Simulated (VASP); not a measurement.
# Cu6H in VASP: further runs, part 2 of 2

VASP 6.6.1. Earlier steps stand in the parts before.

### 4 Single point, PBE

The input, INCAR:

```
PREC = Accurate
ENCUT = 520
EDIFF = 1E-6
ISMEAR = 0
SIGMA = 0.1
LREAL = F
LASPH = T
NELM = 60
ALGO = Fast
ISIF = 2
LWAVE = F
LCHARG = T
LDIPOL = T
IDIPOL = 3
DIPOL = 0.5 0.5 0.285
GGA = PE
LELF = T
LVHAR = T
LVACPOTAV = T
NBANDS = 80
```

The input, KPOINTS:

```
regular mesh
0
Gamma
  5 5 1
```

The input, POSCAR:

```
Cu6H
1.0
    5.1332392722      0.0000000000      0.0000000000
    0.0000000000      5.1332392722      0.0000000000
    0.0000000000      0.0000000000     21.5289058579
Cu H
12 2
Direct
    0.2500000000      0.2500000000      0.1857967157
    0.2500000000      0.7500000000      0.1857967157
    0.7500000000      0.2500000000      0.1857967157
    0.7500000000      0.7500000000      0.1857967157
    0.0000000000      0.0000000000      0.2677566944
    0.0000000000      0.5000000000      0.2677566944
    0.5000000000      0.0000000000      0.2677566944
    0.5000000000      0.5000000000      0.2677566944
    0.2500000000      0.2500000000      0.3497114952
    0.2500000000      0.7500000000      0.3497114952
    0.7500000000      0.2500000000      0.3497114952
    0.7500000000      0.7500000000      0.3497114952
    0.1769467133      1.0000000000      0.3854773630
    0.3230532867      1.0000000000      0.3854773630
```

Potentials or basis: VASP PAW PBE potentials, release 64 (Cu, H).

Started as:

```sh
cat potpaw_PBE.64/Cu/POTCAR potpaw_PBE.64/H/POTCAR > POTCAR
mpirun -np 1 vasp_std > vasp.out
```

OUTCAR:

```text
PREC = Accurate
   ENCUT = 520
   EDIFF = 1E-6
   ISMEAR = 0
   LREAL = F
   LASPH = T
   NELM = 60
   ISIF = 2
   GGA = PE

 ion  position               nearest neighbor table
   1  0.250  0.250  0.186-   5 2.53   6 2.53   7 2.53   8 2.53   2 2.57   3 2.57   2 2.57   3 2.57

   2  0.250  0.750  0.186-   5 2.53   6 2.53   7 2.53   8 2.53   1 2.57   4 2.57   1 2.57   4 2.57

   3  0.750  0.250  0.186-   5 2.53   6 2.53   7 2.53   8 2.53   1 2.57   4 2.57   4 2.57   1 2.57
[... 4 lines left out ...]
                             6 2.57   7 2.57   6 2.57   7 2.57
   6  0.000  0.500  0.268-   9 2.53  10 2.53  11 2.53  12 2.53   1 2.53   2 2.53   3 2.53   4 2.53
                             5 2.57   8 2.57   5 2.57   8 2.57
   7  0.500  0.000  0.268-   9 2.53  10 2.53  11 2.53  12 2.53   1 2.53   2 2.53   3 2.53   4 2.53
                             5 2.57   8 2.57   8 2.57   5 2.57
   8  0.500  0.500  0.268-   9 2.53  10 2.53  11 2.53  12 2.53   1 2.53   2 2.53   3 2.53   4 2.53
                             6 2.57   7 2.57   7 2.57   6 2.57
   9  0.250  0.250  0.350-  13 1.54  14 1.54   7 2.53   8 2.53   5 2.53   6 2.53  10 2.57  11 2.57
                            10 2.57  11 2.57
  10  0.250  0.750  0.350-  13 1.54  14 1.54   7 2.53   8 2.53   5 2.53   6 2.53   9 2.57  12 2.57
                             9 2.57  12 2.57
  11  0.750  0.250  0.350-   5 2.53   6 2.53   7 2.53   8 2.53   9 2.57  12 2.57  12 2.57   9 2.57

  12  0.750  0.750  0.350-   5 2.53   6 2.53   7 2.53   8 2.53  10 2.57  11 2.57  11 2.57  10 2.57

  13  0.177  0.000  0.385-  14 0.75  10 1.54   9 1.54
  14  0.323  0.000  0.385-  13 0.75  10 1.54   9 1.54

  LATTYP: Found a simple tetragonal cell.
 ALAT       =     5.1332392722
 C/A-ratio  =     4.1940195491

  Lattice vectors:

 A1 = (   5.1332392722,   0.0000000000,   0.0000000000)
 A2 = (   0.0000000000,   5.1332392722,   0.0000000000)
 A3 = (   0.0000000000,   0.0000000000,  21.5289058579)

Analysis of symmetry for initial positions (statically):
=====================================================================
 Subroutine PRICEL returns:
 Original cell was already a primitive cell.

[... 178 lines left out ...]
  ---------------------------------------------------
  ext. energy  EPLUGINS =         0.00000000
  ---------------------------------------------------
  free energy    TOTEN  =       -45.28723179 eV

  energy without entropy =      -45.27061106  energy(sigma->0) =      -45.27892143

 E-fermi :  -1.0412     XC(G=0):  -4.1308

 val. band max:       -1.2485314331   @ k =   0.0000   0.0000   0.0000
 cond. band min:      -1.0327963932   @ k =   0.4000   0.0000   0.0000
 fundamental gap:      0.2157350399
 Fermi energy:        -1.0412082588

 k-point     1 :       0.0000    0.0000    0.0000
  band No.  band energies     occupation
      1     -13.5168      2.00000
      2      -9.4161      2.00000
      3      -6.8535      2.00000
      4      -6.2114      2.00000
      5      -6.1617      2.00000
      6      -6.1002      2.00000
[... 727 lines left out ...]
     78       4.4858      0.00000
     79       4.5345      0.00000
 [bands above 79 left out]

------------------------ aborting loop because EDIFF is reached ----------------------------------------

  FORCE on cell =-STRESS in cart. coord.  units (eV):
  Direction    XX          YY          ZZ          XY          YZ          ZX
  --------------------------------------------------------------------------------------
  -------------------------------------------------------------------------------------
  Total        1.6569273      2.4854321      4.1109729      0.0000000      0.0000000      0.0000000
  in kB        4.6796035      7.0195214     11.6104812      0.0000000      0.0000000      0.0000000
  external PRESSURE =       7.7698687 kB  Pullay stress =       0.0000000 kB

 VOLUME and BASIS-vectors are now :
 -----------------------------------------------------------------------------
  energy-cutoff  :      520.00
  volume of cell :      567.29
      direct lattice vectors                 reciprocal lattice vectors
     5.133239272  0.000000000  0.000000000     0.194808764  0.000000000  0.000000000
     0.000000000  5.133239272  0.000000000     0.000000000  0.194808764  0.000000000
     0.000000000  0.000000000 21.528905858     0.000000000  0.000000000  0.046449179

 POSITION                                       TOTAL-FORCE (eV/Angst)
 -----------------------------------------------------------------------------------
      1.28331      1.28331      4.00000        -0.000000     -0.035466      0.020664
      1.28331      3.84993      4.00000        -0.000000      0.035466      0.020664
      3.84993      1.28331      4.00000         0.000000      0.001562     -0.026050
      3.84993      3.84993      4.00000         0.000000     -0.001562     -0.026050
      0.00000      0.00000      5.76451        -0.219794      0.000000     -0.433724
      0.00000      2.56662      5.76451         0.135589      0.000000     -0.002617
      2.56662      0.00000      5.76451         0.219794      0.000000     -0.433724
      2.56662      2.56662      5.76451        -0.135589      0.000000     -0.002617
      1.28331      1.28331      7.52891         0.000000      2.582184     -1.220441
      1.28331      3.84993      7.52891         0.000000     -2.582184     -1.220441
      3.84993      1.28331      7.52891         0.000000      0.225040     -0.050397
      3.84993      3.84993      7.52891         0.000000     -0.225040     -0.050397
      0.90831      0.00000      8.29891        -4.536026      0.000000      1.712566
      1.65831      0.00000      8.29891         4.536026      0.000000      1.712566
 -----------------------------------------------------------------------------------
    total drift:                               -0.000000      0.000000     -0.002409

  FREE ENERGIE OF THE ION-ELECTRON SYSTEM (eV)
  ---------------------------------------------------
  free  energy   TOTEN  =       -45.2872317934 eV

  energy  without entropy=      -45.2706110616  energy(sigma->0) =      -45.27892143

 vacuum level on the upper side and lower side of the slab         2.935         3.286
```

Wall time 23 min (1 thread of Oxide Virtual Turin-like, shared host); peak memory 0.69 GiB.

What came out:

| Property | Result |
| --- | --- |
| Free energy | -45.2872 eV |
| Largest force | 4.849 eV/Å |
| Band gap on the k mesh | zero (bands 67 and 68 overlap by 0.54 eV) |

Forces in eV/Å, atoms in the order of the input:
```
Cu   0.000 -0.035  0.021
Cu   0.000  0.035  0.021
Cu   0.000  0.002 -0.026
Cu   0.000 -0.002 -0.026
Cu  -0.220  0.000 -0.434
Cu   0.136  0.000 -0.003
Cu   0.220  0.000 -0.434
Cu  -0.136  0.000 -0.003
Cu   0.000  2.582 -1.220
Cu   0.000 -2.582 -1.220
Cu   0.000  0.225 -0.050
Cu   0.000 -0.225 -0.050
H   -4.536  0.000  1.713
H    4.536  0.000  1.713
```

### 5 Single point, PBE

The input, INCAR:

```
PREC     = Accurate       # precision mode
ENCUT    = 520            # plane-wave cutoff, eV
EDIFF    = 1E-7           # SCF threshold, eV
ISMEAR   = 0              # smearing method
SIGMA    = 0.1            # smearing width, eV
LREAL    = F              # projectors in reciprocal space
LASPH    = T              # aspherical terms in the spheres
NELM     = 100            # most SCF steps
ALGO     = Fast           # electronic algorithm
ISIF     = 2              # what is computed and relaxed
LWAVE    = F              # write WAVECAR
LCHARG   = F              # write CHGCAR
LDIPOL   = T            
IDIPOL   = 3            
DIPOL    = 0.5 0.5 0.303
GGA      = PE             # functional
NBANDS   = 80             # bands
```

The input, KPOINTS:

```
Automatic mesh
0
Gamma
  5 5 1
```

Edit POSCAR of step 4 so:

```diff
@@ -20,3 +20,3 @@
     0.7500000000      0.7500000000      0.3497114952
-    0.1769467133      1.0000000000      0.3854773630
-    0.3230532867      1.0000000000      0.3854773630
+    0.1866871516      1.0000000000      0.5169285393
+    0.3133128484      1.0000000000      0.5169285393
```

Potentials or basis: VASP PAW PBE potentials, release 64 (Cu, H).

Started as:

```sh
cat potpaw_PBE.64/Cu/POTCAR potpaw_PBE.64/H/POTCAR > POTCAR
mpirun -np 1 vasp_std > vasp.out
```

OUTCAR:

```text
PREC = Accurate
   ENCUT = 520
   EDIFF = 1E-7
   ISMEAR = 0
   LREAL = F
   LASPH = T
   NELM = 100
   ISIF = 2
   GGA = PE

 ion  position               nearest neighbor table
   1  0.250  0.250  0.186-   5 2.53   6 2.53   7 2.53   8 2.53   2 2.57   3 2.57   2 2.57   3 2.57

   2  0.250  0.750  0.186-   5 2.53   6 2.53   7 2.53   8 2.53   1 2.57   4 2.57   1 2.57   4 2.57

   3  0.750  0.250  0.186-   5 2.53   6 2.53   7 2.53   8 2.53   1 2.57   4 2.57   4 2.57   1 2.57
[... 15 lines left out ...]
  11  0.750  0.250  0.350-   5 2.53   6 2.53   7 2.53   8 2.53   9 2.57  12 2.57  12 2.57   9 2.57

[... 968 lines left out ...]
     5.133239272  0.000000000  0.000000000     0.194808764  0.000000000  0.000000000
     0.000000000  5.133239272  0.000000000     0.000000000  0.194808764  0.000000000
     0.000000000  0.000000000 21.528905858     0.000000000  0.000000000  0.046449179

 POSITION                                       TOTAL-FORCE (eV/Angst)
 -----------------------------------------------------------------------------------
      1.28331      1.28331      4.00000         0.000000      0.000073     -0.034225
      1.28331      3.84993      4.00000         0.000000     -0.000073     -0.034225
      3.84993      1.28331      4.00000         0.000000      0.000064     -0.033675
      3.84993      3.84993      4.00000         0.000000     -0.000064     -0.033675
      0.00000      0.00000      5.76451         0.001110      0.000000      0.000944
      0.00000      2.56662      5.76451         0.000726      0.000000      0.000689
      2.56662      0.00000      5.76451        -0.001110      0.000000      0.000944
      2.56662      2.56662      5.76451        -0.000726      0.000000      0.000689
      1.28331      1.28331      7.52891         0.000000      0.001364      0.030867
      1.28331      3.84993      7.52891         0.000000     -0.001364      0.030867
      3.84993      1.28331      7.52891         0.000000      0.000579      0.028213
      3.84993      3.84993      7.52891         0.000000     -0.000579      0.028213
      0.95831      0.00000     11.12891        -4.885338      0.000000      0.007187
      1.60831      0.00000     11.12891         4.885338      0.000000      0.007187
 -----------------------------------------------------------------------------------
    total drift:                               -0.000000      0.000000      0.001189

  FREE ENERGIE OF THE ION-ELECTRON SYSTEM (eV)
  ---------------------------------------------------
  free  energy   TOTEN  =       -46.5463664040 eV

  energy  without entropy=      -46.5279068940  energy(sigma->0) =      -46.53713665

 vacuum level on the upper side and lower side of the slab         3.092         3.139
```

Run time: 21 min. Hardware: 1 thread of Oxide Virtual Turin-like, shared host; peak memory 0.68 GiB.

What came out:

- Free energy: -46.5464 eV
- Largest force: 4.885 eV/Å
- Band gap on the k mesh: zero (bands 67 and 68 overlap by 1.15 eV)

Forces on the atoms (eV/Å):
```
Cu   0.000  0.000 -0.034
Cu   0.000  0.000 -0.034
Cu   0.000  0.000 -0.034
Cu   0.000  0.000 -0.034
Cu   0.001  0.000  0.001
Cu   0.001  0.000  0.001
Cu  -0.001  0.000  0.001
Cu  -0.001  0.000  0.001
Cu   0.000  0.001  0.031
Cu   0.000 -0.001  0.031
Cu   0.000  0.001  0.028
Cu   0.000 -0.001  0.028
H   -4.885  0.000  0.007
H    4.885  0.000  0.007
```

### 6 Single point, PBE

The input, INCAR:

```
  PREC = Accurate
  ENCUT = 520
  EDIFF = 1E-7
  ISMEAR = 0
  SIGMA = 0.1
  LREAL = F
  LASPH = T
  NELM = 80
  ALGO = Fast
  ISIF = 2
  LWAVE = F
  LCHARG = F
  LDIPOL = T
  IDIPOL = 3
  DIPOL = 0.5 0.5 0.282
  GGA = PE
  NBANDS = 80
```

The input, KPOINTS:

```
regular mesh
0
Gamma
  5 5 1
```

Edit POSCAR of step 5 so:

```diff
@@ -20,3 +20,3 @@
     0.7500000000      0.7500000000      0.3497114952
-    0.1866871516      1.0000000000      0.5169285393
-    0.3133128484      1.0000000000      0.5169285393
+    0.1604853728      1.0000000000      0.3706136257
+    0.3395146272      1.0000000000      0.3706136257
```

Potentials or basis: VASP PAW PBE potentials, release 64 (Cu, H).

Started as:

```sh
cat potpaw_PBE.64/Cu/POTCAR potpaw_PBE.64/H/POTCAR > POTCAR
mpirun -np 1 vasp_std > vasp.out
```

OUTCAR:

```text
PREC = Accurate
   ENCUT = 520
   EDIFF = 1E-7
   ISMEAR = 0
   LREAL = F
   LASPH = T
   NELM = 80
   ISIF = 2
   GGA = PE

 ion  position               nearest neighbor table
   1  0.250  0.250  0.186-   5 2.53   6 2.53   7 2.53   8 2.53   2 2.57   3 2.57   2 2.57   3 2.57

   2  0.250  0.750  0.186-   5 2.53   6 2.53   7 2.53   8 2.53   1 2.57   4 2.57   1 2.57   4 2.57

   3  0.750  0.250  0.186-   5 2.53   6 2.53   7 2.53   8 2.53   1 2.57   4 2.57   4 2.57   1 2.57
[... 4 lines left out ...]
                             6 2.57   7 2.57   6 2.57   7 2.57
   6  0.000  0.500  0.268-   9 2.53  10 2.53  11 2.53  12 2.53   1 2.53   2 2.53   3 2.53   4 2.53
                             5 2.57   8 2.57   5 2.57   8 2.57
   7  0.500  0.000  0.268-   9 2.53  10 2.53  11 2.53  12 2.53   1 2.53   2 2.53   3 2.53   4 2.53
                             5 2.57   8 2.57   8 2.57   5 2.57
   8  0.500  0.500  0.268-   9 2.53  10 2.53  11 2.53  12 2.53   1 2.53   2 2.53   3 2.53   4 2.53
                             6 2.57   7 2.57   7 2.57   6 2.57
   9  0.250  0.250  0.350-  13 1.44  14 1.44   7 2.53   8 2.53   5 2.53   6 2.53  10 2.57  11 2.57
                            10 2.57  11 2.57
[... 961 lines left out ...]
  --------------------------------------------------------------------------------------
  -------------------------------------------------------------------------------------
  Total        1.5232076      7.9692076      4.1752190      0.0000000      0.0000000      0.0000000
  in kB        4.3019437     22.5071626     11.7919294      0.0000000      0.0000000      0.0000000
  external PRESSURE =      12.8670119 kB  Pullay stress =       0.0000000 kB

 VOLUME and BASIS-vectors are now :
 -----------------------------------------------------------------------------
  energy-cutoff  :      520.00
  volume of cell :      567.29
      direct lattice vectors                 reciprocal lattice vectors
     5.133239272  0.000000000  0.000000000     0.194808764  0.000000000  0.000000000
     0.000000000  5.133239272  0.000000000     0.000000000  0.194808764  0.000000000
     0.000000000  0.000000000 21.528905858     0.000000000  0.000000000  0.046449179

 POSITION                                       TOTAL-FORCE (eV/Angst)
 -----------------------------------------------------------------------------------
      1.28331      1.28331      4.00000         0.000000     -0.027015      0.010241
      1.28331      3.84993      4.00000         0.000000      0.027015      0.010241
      3.84993      1.28331      4.00000         0.000000      0.006110     -0.042859
      3.84993      3.84993      4.00000         0.000000     -0.006110     -0.042859
      0.00000      0.00000      5.76451        -0.312893      0.000000     -0.581301
      0.00000      2.56662      5.76451         0.105635      0.000000     -0.058704
      2.56662      0.00000      5.76451         0.312893      0.000000     -0.581301
      2.56662      2.56662      5.76451        -0.105635      0.000000     -0.058704
      1.28331      1.28331      7.52891         0.000000      4.614748     -1.345167
      1.28331      3.84993      7.52891         0.000000     -4.614748     -1.345167
      3.84993      1.28331      7.52891         0.000000      0.237159      0.000321
      3.84993      3.84993      7.52891         0.000000     -0.237159      0.000321
      0.82381      0.00000      7.97891        -3.397809      0.000000      2.017467
      1.74281      0.00000      7.97891         3.397809      0.000000      2.017467
 -----------------------------------------------------------------------------------
    total drift:                               -0.000000      0.000000     -0.002943

  FREE ENERGIE OF THE ION-ELECTRON SYSTEM (eV)
  ---------------------------------------------------
  free  energy   TOTEN  =       -44.6595110705 eV

  energy  without entropy=      -44.6454769376  energy(sigma->0) =      -44.65249400

 vacuum level on the upper side and lower side of the slab         3.009         3.243
```

OSZICAR:

```text
N       E                     dE             d eps       ncg     rms          rms(c)
DAV:   1     0.118083435563E+04    0.11808E+04   -0.55174E+04  1440   0.182E+03
DAV:   2     0.696935643797E+02   -0.11111E+04   -0.10750E+04  1440   0.409E+02
DAV:   3    -0.488988931315E+02   -0.11859E+03   -0.11323E+03  1632   0.193E+02
[... 23 lines left out ...]
RMM:  27    -0.446595085061E+02   -0.22911E-05   -0.10377E-07  1008   0.179E-03    0.190E-04
RMM:  28    -0.446595099587E+02   -0.14526E-05   -0.47794E-08   988   0.127E-03    0.254E-04
RMM:  29    -0.446595108230E+02   -0.86423E-06   -0.35992E-08   981   0.106E-03    0.674E-05
RMM:  30    -0.446595110255E+02   -0.20252E-06   -0.13228E-08   950   0.703E-04    0.128E-04
RMM:  31    -0.446595110705E+02   -0.45016E-07   -0.69561E-09   911   0.635E-04
   1 F= -.44659511E+02 E0= -.44652494E+02  d E =-.140341E-01
```

stdout:

```text
POSCAR found type information on POSCAR CuH
 POSCAR found :  2 types and      14 ions
 scaLAPACK will be used
 LDA part: xc-table for (Slater+PW92), standard interpolation
 POSCAR, INCAR and KPOINTS ok, starting setup
 FFT: planning ... GRIDC
 FFT: planning ... GRID_SOFT
 FFT: planning ... GRID
 WAVECAR not read
 entering main loop
```

Run time: 22 min. Hardware: 1 thread of Oxide Virtual Turin-like, shared host; peak memory 0.68 GiB.

Results:

| Quantity | Value |
| --- | --- |
| Free energy | -44.6595 eV |
| Largest force | 4.807 eV/Å |
| Band gap on the k mesh | zero (bands 67 and 68 overlap by 0.40 eV) |

Forces in eV/Å, atoms in the order of the input:
```
Cu   0.000 -0.027  0.010
Cu   0.000  0.027  0.010
Cu   0.000  0.006 -0.043
Cu   0.000 -0.006 -0.043
Cu  -0.313  0.000 -0.581
Cu   0.106  0.000 -0.059
Cu   0.313  0.000 -0.581
Cu  -0.106  0.000 -0.059
Cu   0.000  4.615 -1.345
Cu   0.000 -4.615 -1.345
Cu   0.000  0.237  0.000
Cu   0.000 -0.237  0.000
H   -3.398  0.000  2.017
H    3.398  0.000  2.017
```

### 7 Summary

```tsv
cell	further INCAR settings	gap on the mesh (eV)	largest force (eV/Å)
as given, atomic positions A	ALGO = Fast; EDIFF = 1e-06; NBANDS = 80	none	0.66
as given, atomic positions B	ALGO = Fast; EDIFF = 1e-06; NBANDS = 80	none	1.56
as given, atomic positions C	ALGO = Fast; EDIFF = 1e-06; NBANDS = 80	none	4.85
as given, atomic positions D	ALGO = Fast; EDIFF = 1e-07; NBANDS = 80	none	4.89
as given, atomic positions E	ALGO = Fast; EDIFF = 1e-07; NBANDS = 80	none	4.81
```

Alike in all rows: task single point; level PBE; potentials or basis VASP PAW PBE potentials, release 64 (Cu, H); no spin polarisation; k mesh 5 × 5 × 1; cutoff (eV) 520; smearing gaussian 0.1 eV.

Total energies depend on the potentials used, so only differences within one code and one set of settings carry meaning.

The gap in the log of VASP goes by the Fermi energy; the results here count the filled bands.